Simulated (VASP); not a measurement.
PbF2: single point with PBE

The system is PbF2.

```
CELL_PARAMETERS angstrom
0.00000 3.05881 3.05881
3.05881 0.00000 3.05881
3.05881 3.05881 0.00000
ATOMIC_POSITIONS crystal
Pb 0.00000 0.00000 0.00000
F 0.25000 0.25000 0.25000
F 0.75000 0.75000 0.75000
```

| Quantity | Value |
| --- | --- |
| Program | VASP 6.6.1 |
| Task | single point |
| Functional | PBE |
| Potentials or basis | VASP PAW PBE potentials, release 64 (Pb_d, F) |
| Cutoff | 520 eV |
| k mesh | 8 × 8 × 8 |
| Occupations | gaussian, width 0.02 eV |
| Spin | no spin polarisation |

| Item | Value |
| --- | --- |
| Pressure | -3.6 GPa |
| Band gap on the k mesh | 4.38 eV (least direct gap 4.54 eV) |

Levels at points of the mesh, in eV from the valence-band top:
| k point | band 10 | band 11 | band 12 | band 13 | band 14 | band 15 | band 16 | band 17 | band 18 | band 19 |
| --- | --- | --- | --- | --- | --- | --- | --- | --- | --- | --- |
| (0.00, 0.00, 0.00) | -1.93 | -1.93 | -1.46 | -1.46 | -1.46 | 6.61 | 6.61 | 6.61 | 10.34 | 14.89 |
| (0.50, 0.00, 0.00) | -2.07 | -2.07 | -1.63 | -1.63 | 0.00 | 4.98 | 7.32 | 7.32 | 13.02 | 13.52 |
| (0.50, 0.50, 0.00) | -2.84 | -1.10 | -1.10 | -1.08 | -0.16 | 4.38 | 7.51 | 7.51 | 9.10 | 13.77 |

It took 51 s on 1 thread of AMD EPYC 7R13, with other jobs on the host, peak memory 0.16 GiB.

Caveat: the cell stands under tension; spin-orbit coupling is left out, which moves the levels of the heavy elements. A k mesh can miss the band edges.
